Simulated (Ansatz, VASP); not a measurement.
# Ta2N: VASP beside Ansatz

```
CELL_PARAMETERS angstrom
3.02361 0.00000 0.00000
-1.51181 2.61852 0.00000
0.00000 0.00000 5.12598
ATOMIC_POSITIONS crystal
Ta 0.66667 0.33333 0.74491
Ta 0.33333 0.66667 0.25509
N 0.00000 0.00000 0.00000
```

Change from the starting cell: strain -0.025 along x and y, +0.050 along z, atoms carried along.

Alike in both runs: task single point; functional PBE; k mesh 18 × 18 × 10; occupations gaussian, width 0.15 eV; no spin polarisation.

```csv
,VASP,Ansatz
version,VASP 6.6.1,Ansatz 0.2.0
potentials or method,"VASP PAW PBE potentials, release 64 (Ta_pv, N), cutoff 520 eV","scalar-relativistic, plane waves, PAW"
valence electrons in the cell,27,31
```

```tsv
	VASP	Ansatz	Ansatz less VASP
gap on the k mesh at the Fermi level (eV)	none	none	-
pressure (GPa)	1.4	1.0	-0.43
traceless stress, the component that is largest in VASP (GPa)	-9.27	-9.26	+0.005
rms of the force components (eV/Å)	0.251	0.230	-0.0216
```

Atom by atom the forces differ by 0.022 eV/Å (rms over components). A gap of «none» marks a metal or a gap that the smearing closes. With one functional, cell and mesh, what is left measures potentials, basis and numerics. VASP's potentials hold 27 valence electrons a cell and Ansatz's 31, so a difference there can come from the potentials and not from the codes.

Neither program's run includes spin-orbit coupling.
